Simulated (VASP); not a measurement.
SrTe, 2 atoms in the cell. Symmetry: Fm-3m, No. 225, cubic system. Conventional cell: a = 6.848 Å, b = 6.848 Å, c = 6.848 Å, α = 90.00°, β = 90.00°, γ = 90.00°. Within 4.5 Å of Sr (site symmetry m-3m) lie 6 Te at 3.42 Å. Within 4.5 Å of Te (site symmetry m-3m) lie 6 Sr at 3.42 Å.  This cell differs from its parent crystal: volume changed by +6%.

| Item | Value |
| --- | --- |
| Program | VASP 6.6.1 |
| Task | single point |
| Functional | PBE |
| Potentials or basis | VASP PAW PBE potentials, release 64 (Sr_sv, Te) |
| Cutoff | 500 eV |
| k mesh | 6 × 6 × 6 |
| Occupations | gaussian, width 0.01 eV |
| Spin | no spin polarisation |
| Dipole correction | no |
| Further INCAR settings | ALGO = Normal; EDIFF = 1e-06; NBANDS = 15 |

Potentials or basis: VASP PAW PBE potentials, release 64 (Sr_sv, Te).

Run with:

```sh
$ cat potpaw_PBE.64/Sr_sv/POTCAR potpaw_PBE.64/Te/POTCAR > POTCAR
$ mpirun -np 1 vasp_std > vasp.out
```

Hardware: 1 thread of AMD EPYC 9R45 96-Core Processor (Zen 5) (shared host).

How long does it take, and how much memory?

It took 14 s on 1 thread of AMD EPYC 9R45 96-Core Processor (Zen 5), on a shared host, peak memory 0.18 GiB. Counts: scf iterations 13, k points 16.
